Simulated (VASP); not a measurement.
Wanted: the native input for a VASP 6.6.1 run.

```
Task                   : single point
Functional             : LDA
Potentials or basis    : VASP PAW LDA potentials, release 64 (Ag)
Cutoff                 : 520 eV
k mesh                 : 6 × 6 × 6
Occupations            : methfessel-paxton, width 0.1 eV
Spin                   : no spin polarisation
Dipole correction      : no
Further INCAR settings : ALGO = Normal; EDIFF = 1e-06; NBANDS = 30
```

The structure of Ag lies in POSCAR:

```
Ag
1.0
    4.0021154722      0.0000000000      0.0000000000
    0.0000000000      4.0021154722      0.0000000000
    0.0000000000      0.0000000000      4.0021154722
Ag
4
Direct
    0.0000000000      0.0000000000      0.0000000000
    0.0000000000      0.5000000000      0.5000000000
    0.5000000000      0.0000000000      0.5000000000
    0.5000000000      0.5000000000      0.0000000000
```

The input as run:

INCAR

```
  ALGO = Normal
  EDIFF = 1E-6
  ENCUT = 520
  GGA = CA
  ISIF = 2
  ISMEAR = 1
  LASPH = T
  LCHARG = F
  LREAL = F
  LWAVE = F
  NBANDS = 30
  NELM = 100
  PREC = Accurate
  SIGMA = 0.1
```

KPOINTS

```
k-points
0
Gamma
  6 6 6
```

Potentials or basis: VASP PAW LDA potentials, release 64 (Ag).

Command:

```console
$ cat potpaw_LDA.64/Ag/POTCAR > POTCAR
$ mpirun -np 1 vasp_std > vasp.out
```

Results of the run:

The pressure is 0.1 GPa. The band gap on the k mesh is zero (band 22 reaches 10.53 eV, above the bottom of band 23 at 8.44 eV).

Run time: 27 s on 1 thread of Intel(R) Xeon(R) Platinum 8259CL CPU @ 2.50GHz (Skylake/Cascade Lake), on a shared host, peak memory 0.16 GiB.
